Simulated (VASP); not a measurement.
**Au: single point with r2SCAN**

Au:

```
Au
1.0
     2.83414    0.00000    0.00000
    -0.01304    2.83886    0.00000
    -1.14543   -1.19326    4.95662
Au
2
Direct
  0.67286 0.66596 0.27405
  0.32714 0.33404 0.72594
```

```json
{"Program": "VASP 6.6.1", "Task": "single point", "Functional": "r2SCAN", "Potentials or basis": "VASP PAW PBE potentials, release 64 (Au)", "Cutoff": "520 eV", "k mesh": "10 × 10 × 6", "Occupations": "fermi-dirac, width 0.05 eV", "Spin": "no spin polarisation"}
```

```
Pressure               : -6.0 GPa
Largest force          : 0.059 eV/Å
Band gap on the k mesh : zero (bands 11 and 12 overlap by 5.45 eV)
```

Forces on the atoms (eV/Å):
```
Au   0.023  0.019  0.051
Au  -0.023 -0.019 -0.051
```

Stress tensor (GPa, compression positive):
```
-6.61  0.18  0.42
 0.18 -6.83  0.32
 0.42  0.32 -4.41
```

Levels at points of the mesh, in eV from the Fermi level:
```
           k point  band 8  band 9  band 10  band 11  band 12  band 13  band 14  band 15
(0.00, 0.00, 0.00)   -2.54   -2.47    -2.25    -1.88     0.24     2.65    14.46    14.58
(0.50, 0.00, 0.00)   -2.95   -2.53    -2.04     0.45     1.08     3.00     5.61     9.99
(0.00, 0.50, 0.00)   -2.90   -2.50    -2.08     0.40     1.09     2.85     5.56     9.95
(0.50, 0.50, 0.00)   -1.56   -1.02    -1.00     2.94     4.80     6.03     6.85     7.38
(0.00, 0.00, 0.50)   -3.15   -2.20    -1.97    -1.85    -1.81     9.62    11.84    12.83
(0.50, 0.00, 0.50)   -2.61   -2.24    -2.03     0.07     1.44     1.71     4.95    10.20
(0.00, 0.50, 0.50)   -2.61   -2.22    -2.10     0.10     1.41     1.75     4.99    10.18
(0.50, 0.50, 0.50)   -1.82   -1.03    -0.99     3.25     5.43     5.58     6.82     7.26
```

Run time: 6.9 min on 1 thread of Intel Xeon 8259CL (shared host), peak memory 0.31 GiB.

Caveat: the cell stands under tension; the PAW data sets were made with another functional, which shifts forces and pressure a little; spin-orbit coupling is left out, which moves the levels of the heavy elements.
